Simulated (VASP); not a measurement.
**HfN: single point with PBE**

The system is HfN.

```
Hf N
1.0
     4.51800    0.00000    0.00000
     0.00000   -4.51800    0.00000
     0.00000    0.00000   -4.51800
Hf N
4 4
Direct
  0.00000 0.50000 0.50000
  0.50000 0.00000 0.50000
  0.50000 0.50000 0.00000
  0.00000 0.00000 0.00000
  0.50000 0.00000 0.00000
  0.00000 0.50000 0.00000
  0.00000 0.00000 0.50000
  0.50000 0.50000 0.50000
```

```yaml
Program: VASP 6.6.1
Task: single point
Functional: PBE
Potentials_or_basis: VASP PAW PBE potentials, release 64 (Hf_pv, N)
Cutoff: 600 eV
k_mesh: 10 × 10 × 10
Occupations: methfessel-paxton, width 0.2 eV
Spin: no spin polarisation
```

```yaml
Pressure: 2.9 GPa
Band_gap_on_the_k_mesh: zero (band 30 reaches 11.66 eV, above the bottom of band 31 at 5.35 eV)
```

Levels at points of the mesh, in eV from the Fermi level:
| k point | band 28 | band 29 | band 30 | band 31 | band 32 | band 33 |
| --- | --- | --- | --- | --- | --- | --- |
| (0.00, 0.00, 0.00) | -3.75 | -3.08 | -3.08 | -3.08 | -0.40 | -0.40 |
| (0.50, 0.00, 0.00) | -3.91 | -2.49 | -2.49 | 1.07 | 1.07 | 1.07 |
| (0.50, 0.50, 0.00) | -5.37 | 1.72 | 1.72 | 1.72 | 1.72 | 2.15 |
| (0.50, 0.50, 0.50) | -6.24 | 3.23 | 3.23 | 3.23 | 3.23 | 3.66 |

It took 110 s on 1 thread of Intel(R) Xeon(R) Platinum 8488C (Sapphire Rapids), on a shared host, peak memory 0.33 GiB.

Caveat: spin-orbit coupling is left out, which moves the levels of the heavy elements.
